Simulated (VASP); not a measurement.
A run of VASP 6.6.1:

The input INCAR:

```
SYSTEM = Al
PREC = Accurate
ENCUT = 500
EDIFF = 1E-6
ISMEAR = 0
SIGMA = 0.1
LREAL = .False.
LASPH = .True.
NELM = 120
ALGO = Normal
ISIF = 2
LWAVE = .False.
LCHARG = .True.
GGA = PE
IVDW = 12
LELF = .True.
LVHAR = .True.
NBANDS = 8
GGA_COMPAT = .False.
```

File KPOINTS:

```
Automatic mesh
0
Gamma
  18 18 18
  0 0 0
```

POSCAR

```
Al
1.0
    0.0000000000      1.9710003636      1.9710003636
    1.9710003636      0.0000000000      1.9710003636
    1.9710003636      1.9710003636      0.0000000000
Al
1
Direct
    0.0000000000      0.0000000000      0.0000000000
```

Potentials or basis: VASP PAW PBE potentials, release 64 (Al).

The run is started by

```bash
$ cat potpaw_PBE.64/Al/POTCAR > POTCAR
$ mpirun -np 1 vasp_std > vasp.out
```

Hardware: 1 thread of Intel Xeon 8259CL, with other jobs on the host.

Q: How long does it take, and how much memory?

A: Run time: 33 s on 1 thread of Intel Xeon 8259CL, on a shared host, peak memory 0.14 GiB. Counts: scf iterations 10, k points 195.
